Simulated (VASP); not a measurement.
# SnO2 (C2) in VASP: single point with PBE

Aim: the single point of SnO2 with PBE.

All numbers are computed with VASP 6.6.1; they aren't measurements. Logs are shortened: lines on timing, memory, paths and dates and some standing lists are left out, and cuts for length are marked.

## Step 1: The cell of the first run

Symmetry: C2, No. 5, monoclinic system. The conventional cell has a = 5.601 Å, b = 3.234 Å, c = 5.261 Å, α = 90.00°, β = 110.79°, γ = 90.00°. Within 2.7 Å of Sn (site symmetry 2) lie 6 O at 2.01 to 2.24 Å. Within 2.7 Å of O (site symmetry 1) lie 3 Sn at 2.01 to 2.24 Å.

## Step 2: Single point, PBE (mode 4 frozen in at -0.118 Å and mode 5 at +0.000 Å (largest displacements))

Input file INCAR:

```
PREC = Accurate
ENCUT = 520
EDIFF = 1E-6
ISMEAR = 0
SIGMA = 0.05
LREAL = F
LASPH = T
NELM = 60
ALGO = Normal
ISIF = 2
LWAVE = F
LCHARG = F
GGA = PE
NBANDS = 20
```

Input file KPOINTS:

```
regular mesh
0
Gamma
  12 12 12
```

Input file POSCAR:

```
SnO2
1.0
    1.6167660720      0.9334403269      4.9182553763
   -1.6167660720      0.9334403269      4.9182553763
    0.0000000000     -1.8668806537      4.9182553763
Sn O
1 2
Direct
    0.5098364945      0.4901635055      0.5000000000
    0.1983900727      0.2713752757      0.2348826742
    0.7286247243      0.8016099273      0.7651173258
```

Potentials or basis: VASP PAW PBE potentials, release 64 (Sn_d, O).

Started as:

```sh
$ cat potpaw_PBE.64/Sn_d/POTCAR potpaw_PBE.64/O/POTCAR > POTCAR
$ mpirun -np 1 vasp_std > vasp.out
```

OUTCAR:

```text
PREC = Accurate
   ENCUT = 520
   EDIFF = 1E-6
   ISMEAR = 0
   LREAL = F
   LASPH = T
   NELM = 60
   ISIF = 2
   GGA = PE

 ion  position               nearest neighbor table
   1  0.510  0.490  0.500-   2 2.01   3 2.01   3 2.13   2 2.13   2 2.24   3 2.24
   2  0.198  0.271  0.235-   1 2.01   1 2.13   1 2.24
   3  0.729  0.802  0.765-   1 2.01   1 2.13   1 2.24

  LATTYP: Found a trigonal (rhomboedric) cell.
 ALAT       =     5.2606538873
 COS(alpha) =     0.8110943660

  Lattice vectors:

 A1 = (   1.6167660720,   0.9334403269,   4.9182553763)
 A2 = (  -1.6167660720,   0.9334403269,   4.9182553763)
 A3 = (   0.0000000000,  -1.8668806537,   4.9182553763)

Analysis of symmetry for initial positions (statically):
=====================================================================
 Subroutine PRICEL returns:
 Original cell was already a primitive cell.

 Routine SETGRP: Setting up the symmetry group for a
 trigonal (rhombohedral) supercell.

 Subroutine GETGRP returns: Found  2 space group operations
 (whereof  2 operations were pure point group operations)
 out of a pool of 12 trial point group operations.

The static configuration has the point symmetry C_2 .

Analysis of symmetry for dynamics (positions and initial velocities):
=====================================================================
 Subroutine PRICEL returns:
 Original cell was already a primitive cell.

 Routine SETGRP: Setting up the symmetry group for a
 trigonal (rhombohedral) supercell.

 Subroutine GETGRP returns: Found  2 space group operations
 (whereof  2 operations were pure point group operations)
 out of a pool of 12 trial point group operations.

The dynamic configuration has the point symmetry C_2 .

 Subroutine INISYM returns: Found  2 space group operations
 (whereof  2 operations are pure point group operations),
 and found     1 'primitive' translations

----------------------------------------------------------------------------------------

                                     Primitive cell

  volume of cell :      44.5344

  direct lattice vectors                    reciprocal lattice vectors
     1.616766072  0.933440327  4.918255376     0.309259335  0.178550960  0.067774710
    -1.616766072  0.933440327  4.918255376    -0.309259335  0.178550960  0.067774710
     0.000000000 -1.866880654  4.918255376     0.000000000 -0.357101920  0.067774710

[... 76 lines left out ...]
   PREC   = accura    normal or accurate (medium, high low for compatibility)
   ISTART =      0    job   : 0-new  1-cont  2-samecut
   ICHARG =      2    charge: 1-file 2-atom 10-const
   ISPIN  =      1    spin polarized calculation?
   LNONCOLLINEAR =      F non collinear calculations
   LSORBIT =      F    spin-orbit coupling
   LASPH  =      T    aspherical Exc in radial PAW
   ENCUT  =  520.0 eV  38.22 Ry    6.18 a.u.   9.78  9.78  9.78*2*pi/ulx,y,z
   NELM   =     60;   NELMIN=  2; NELMDL= -5     # of ELM steps
   EDIFF  = 0.1E-05   stopping-criterion for ELM
   LREAL  =      F    real-space projection
   EDIFFG = 0.1E-04   stopping-criterion for IOM
   NSW    =      0    number of steps for IOM
   IBRION =     -1    ionic relax: 0-MD 1-quasi-New 2-CG
   NFREE  =      0    steps in history (QN), initial steepest desc. (CG)
   ISIF   =      2    stress and relaxation
   ISYM   =      2    0-nonsym 1-usesym 2-fastsym
   POTIM  = 0.5000    time-step for ionic-motion
   TEBEG  =    0.0;   TEEND  =   0.0 temperature during run
   PSTRESS=    0.0 pullay stress
   NELECT =      26.0000    total number of electrons
   NUPDOWN=      -1.0000    fix difference up-down
   EMIN   =  10.00;   EMAX   =-10.00  energy-range for DOS
   EFERMI =   0.00;   METHOD = LEGACY
   ISMEAR =     0;   SIGMA  =   0.05  broadening in eV -4-tet -1-fermi 0-gaus
   EFERMI_NEDOS =   21; number of points for ismear=-14 and -15
   IALGO  =     38    algorithm
   IMIX   =      4    mixing-type and parameters
     AMIX     =   0.40;   BMIX     =  1.00
     AMIX_MAG =   1.60;   BMIX_MAG =  1.00
  volume/ion in A,a.u.               =      14.84       100.18
  Fermi-wavevector in a.u.,A,eV,Ry     =   1.368256  2.585628 25.471788  1.872124
  Thomas-Fermi vector in A             =   2.494236
   LORBIT       =      0    0 simple, 1 ext, 2 COOP (PROOUT), +10 PAW based schemes
   GGA     = PE    functional components
   LHFCALC =     F    Hartree Fock is set to
   AEXX    =    0.0000 exact exchange contribution
   IVDW    =     0    specifies the selected vdW correction
   LEPSILON=     F    determine dielectric tensor
   LRPA    =     F    only Hartree local field effects (RPA)
 non-spin polarized calculation
 Gauss-broadening in eV      SIGMA  =   0.05
  energy-cutoff  :      520.00
  volume of cell :       44.53
 maximum number of plane-waves:      1218
   NGX = 19   NGY = 19   NGZ = 19

 number of electron      26.0000000 magnetization

 Free energy of the ion-electron system (eV)
  ---------------------------------------------------
  ext. energy  EPLUGINS =         0.00000000
  ---------------------------------------------------
  free energy    TOTEN  =       -18.04163285 eV

  energy without entropy =      -18.04163285  energy(sigma->0) =      -18.04163285

 E-fermi :   3.3097     XC(G=0):  -9.8089

 val. band max:        2.9869984829   @ k =  -0.1667   0.2500   0.0833
 cond. band min:       4.9756833845   @ k =   0.0000   0.0000   0.0000
 fundamental gap:      1.9886849016
 Fermi energy:         3.3097091575

 k-point     1 :       0.0000    0.0000    0.0000
  band No.  band energies     occupation
      1     -16.9855      2.00000
      2     -16.8739      2.00000
      3     -16.7683      2.00000
      4     -16.5981      2.00000
      5     -16.5843      2.00000
      6     -14.9555      2.00000
[... 541 lines left out ...]
     19      16.4350      0.00000
     20      18.6551      0.00000

 [... further k-points ...]
[... 5 lines left out ...]
  --------------------------------------------------------------------------------------
  -------------------------------------------------------------------------------------
  Total        1.1660009      0.5807112      0.6011223      0.0000000      0.6256180      0.0000000
  in kB       41.9482068     20.8917458     21.6260580      0.0000000     22.5073183      0.0000000
  external PRESSURE =      28.1553369 kB  Pullay stress =       0.0000000 kB

 VOLUME and BASIS-vectors are now :
 -----------------------------------------------------------------------------
  energy-cutoff  :      520.00
  volume of cell :       44.53
      direct lattice vectors                 reciprocal lattice vectors
     1.616766072  0.933440327  4.918255376     0.309259335  0.178550960  0.067774710
    -1.616766072  0.933440327  4.918255376    -0.309259335  0.178550960  0.067774710
     0.000000000 -1.866880654  4.918255376     0.000000000 -0.357101920  0.067774710

 POSITION                                       TOTAL-FORCE (eV/Angst)
 -----------------------------------------------------------------------------------
      0.03181      0.00000      7.37738        -2.178980      0.000000      0.000000
     -0.11800      0.00000      3.46564         1.089490      0.311720      0.322870
     -0.11800      0.00000     11.28913         1.089490     -0.311720     -0.322870
 -----------------------------------------------------------------------------------
    total drift:                               -0.000244     -0.000000      0.000000

  FREE ENERGIE OF THE ION-ELECTRON SYSTEM (eV)
  ---------------------------------------------------
  free  energy   TOTEN  =       -18.0416328492 eV

  energy  without entropy=      -18.0416328492  energy(sigma->0) =      -18.04163285
```

OSZICAR:

```text
N       E                     dE             d eps       ncg     rms          rms(c)
DAV:   1     0.257982360815E+03    0.25798E+03   -0.14034E+04 20252   0.189E+03
DAV:   2     0.846778611305E+01   -0.24951E+03   -0.23640E+03 20740   0.489E+02
DAV:   3    -0.202103459378E+02   -0.28678E+02   -0.28417E+02 22292   0.142E+02
DAV:   4    -0.210375282302E+02   -0.82718E+00   -0.82644E+00 21080   0.262E+01
DAV:   5    -0.210544620282E+02   -0.16934E-01   -0.16933E-01 22820   0.395E+00    0.108E+01
DAV:   6    -0.180556891694E+02    0.29988E+01   -0.11826E+01 29696   0.585E+01    0.444E+00
DAV:   7    -0.180582136789E+02   -0.25245E-02   -0.73349E-01 19420   0.696E+00    0.215E+00
DAV:   8    -0.180421441337E+02    0.16070E-01   -0.76468E-02 20160   0.281E+00    0.504E-01
DAV:   9    -0.180409750003E+02    0.11691E-02   -0.12305E-02 27004   0.168E+00    0.975E-02
DAV:  10    -0.180416047055E+02   -0.62971E-03   -0.20811E-03 19936   0.384E-01    0.323E-02
DAV:  11    -0.180416302760E+02   -0.25571E-04   -0.60279E-05 27996   0.842E-02    0.202E-02
DAV:  12    -0.180416327965E+02   -0.25205E-05   -0.73753E-06 19852   0.249E-02    0.612E-03
DAV:  13    -0.180416328492E+02   -0.52713E-07   -0.11730E-06 16996   0.115E-02
   1 F= -.18041633E+02 E0= -.18041633E+02  d E =-.115069E-21
```

stdout:

```text
POSCAR found type information on POSCAR SnO
 POSCAR found :  2 types and       3 ions
 scaLAPACK will be used
 LDA part: xc-table for (Slater+PW92), standard interpolation
 POSCAR, INCAR and KPOINTS ok, starting setup
 FFT: planning ... GRIDC
 FFT: planning ... GRID_SOFT
 FFT: planning ... GRID
 WAVECAR not read
 entering main loop
```

It took 12 min on 1 thread of Intel Xeon 6975P-C (Granite Rapids), shared host; peak memory 0.53 GiB.

Results:

* Free energy: -18.0416 eV
* Pressure: 2.8 GPa
* Largest force: 2.179 eV/Å
* Band gap on the k mesh: 1.99 eV, indirect (least direct gap 2.15 eV)

Forces on the atoms (eV/Å):
```
Sn  -2.179  0.000  0.000
O    1.089  0.312  0.323
O    1.089 -0.312 -0.323
```

Stress tensor (GPa, compression positive):
```
4.19 0.00 0.00
0.00 2.09 2.25
0.00 2.25 2.16
```

Levels at points of the mesh, in eV from the valence-band top:
```
           k point  band 10  band 11  band 12  band 13  band 14  band 15  band 16  band 17
(0.00, 0.00, 0.00)    -1.32    -0.81    -0.80    -0.16     1.99     5.83    10.91    11.17
(0.50, 0.00, 0.00)    -2.93    -1.37    -0.54    -0.48     5.31     7.78    10.12    12.21
(0.00, 0.00, 0.50)    -2.85    -1.40    -0.54    -0.50     5.26     7.85    10.09    12.06
(0.50, 0.50, 0.00)    -2.91    -1.15    -0.43    -0.07     5.05     7.09    10.75    11.25
(0.50, 0.00, 0.50)    -2.99    -1.12    -0.44    -0.04     5.10     7.04    10.75    11.30
(0.50, 0.50, 0.50)    -1.35    -1.15    -0.78    -0.78     3.07     5.70    11.30    11.42
```

Caveat: the cell differs from its parent crystal (mode 4 frozen in at -0.118 Å and mode 5 at +0.000 Å (largest displacements)); spin-orbit coupling is left out, which moves the levels of the heavy elements; forces of over 1 eV/Å act on the atoms, so gaps and moduli don't describe the material at rest. A k mesh can miss the band edges.
